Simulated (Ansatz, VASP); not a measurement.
**One calculation of Sn, two programs**

INCAR

```
SYSTEM = Sn
ALGO = Normal ; EDIFF = 1E-6
ENCUT = 520 ; GGA = PE
ISIF = 2 ; ISMEAR = -1
LASPH = .True. ; LCHARG = .False.
LREAL = .False. ; LWAVE = .False.
NBANDS = 21 ; NELM = 60
PREC = Accurate ; SIGMA = 0.05
```

Contents of KPOINTS:

```
k-points
0
Gamma
  15 15 15
  0 0 0
```

POSCAR

```
Sn
1.0
   -2.8482525000      2.8959720000      1.5906500000
    2.8959720000     -2.8482525000      1.5906500000
    2.9357280000      2.9357280000     -1.5031745000
Sn
2
Direct
    0.0000000000      0.0000000000      0.0000000000
    0.7500000000      0.2500000000      0.5000000000
```

Input for Ansatz:

```yaml
crystal:
  lattice:
    - [-2.8482525, 2.895972, 1.59065]
    - [2.895972, -2.8482525, 1.59065]
    - [2.935728, 2.935728, -1.5031745]
  atoms:
    - { symbol: Sn, position: [0.0, 0.0, 0.0] }
    - { symbol: Sn, position: [0.75, 0.25, 0.5] }
kpoints:
  mp_grid: { grid: [15, 15, 15] }
  band_path:
    path:
      - [0.0, 0.0, 0.0]
      - [-0.5, 0.5, 0.0]
      - [-0.5, 0.5, -0.5]
      - [0.0, 0.0, -0.5]
      - [0.0, 0.0, 0.0]
      - [0.0, 0.5, -0.5]
      - [0.0, 0.0, 0.0]
      - [0.0, 0.5, 0.0]
    npoints: 5
scf:
  occupations: { method: fermi_dirac, width: 0.05 }
hamiltonian:
  xc: pbe
  pseudopotentials: { kind: all_electron, lapw: { basis_error: 0.0005 } }
output:
  forces: true
  stress: true
  eigenvalues: true
```

Change from the starting cell: equal xy, yz and zx shear strains of +3 %.

Alike in both runs: task single point; functional PBE; k mesh 15 × 15 × 15; occupations fermi-dirac, width 0.05 eV; no spin polarisation.

|  | VASP | Ansatz |
| --- | --- | --- |
| version | VASP 6.6.1 | Ansatz 0.2.0 |
| potentials or method | VASP PAW PBE potentials, release 64 (Sn_d), cutoff 520 eV | all-electron LAPW, scalar-relativistic |

```csv
,VASP,Ansatz,Ansatz less VASP
pressure (GPa),2.7,2.7,+0.05
"traceless stress, the component that is largest in VASP (GPa)",-0.79,-0.79,-0.001
rms of the force components (eV/Å),0.054,0.054,0.0000
```

Atom by atom the forces differ by 0.000 eV/Å (rms over components). Ansatz ran all-electron here, and VASP with PAW potentials.
